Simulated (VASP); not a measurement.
Runs of VASP 6.6.1 on W. The structure is that of space group C2/m (No. 12), or close to it. The cells are those of the table. 

```tsv
cell	further INCAR settings	gap on the mesh (eV)	pressure (GPa)	largest force (eV/Å)
a = 2.871, b = 2.871, c = 12.255 Å, angles 94.5, 85.5, 90.0°, 6 atoms	ALGO = Fast; EDIFF = 1e-06; NBANDS = 51	none	(b)	7.34
a = 2.871, b = 2.871, c = 12.185 Å, angles 91.1, 88.9, 90.0°, 6 atoms	ALGO = Fast; EDIFF = 1e-07; NBANDS = 51	none	(a)	0.56
a = 2.871, b = 2.871, c = 12.297 Å, angles 95.6, 84.4, 90.0°, 6 atoms	ALGO = Fast; EDIFF = 1e-06; NBANDS = 51	none	1.7	(c)
a = 2.871, b = 2.871, c = 12.222 Å, angles 93.4, 86.6, 90.0°, 6 atoms	ALGO = Fast; EDIFF = 1e-07; NBANDS = 51	none	-5.7	4.28
```

Alike in all rows: task single point; level PBEsol; potentials or basis VASP PAW PBE potentials, release 64 (W_sv); no spin polarisation; k mesh 16 × 16 × 4; cutoff (eV) 520; smearing gaussian 0.15 eV.

Q: Estimate the missing entries.

A: (a) -11.4; (b) -1.9; (c) 10.36.

Caveats: the PAW data sets were made with another functional, which shifts forces and pressure a little; spin-orbit coupling is left out, which moves the levels of the heavy elements.

A k mesh can miss the band edges, and the runs leave out spin-orbit coupling on W.

A gap of «none» marks levels without a gap at the run's occupations.
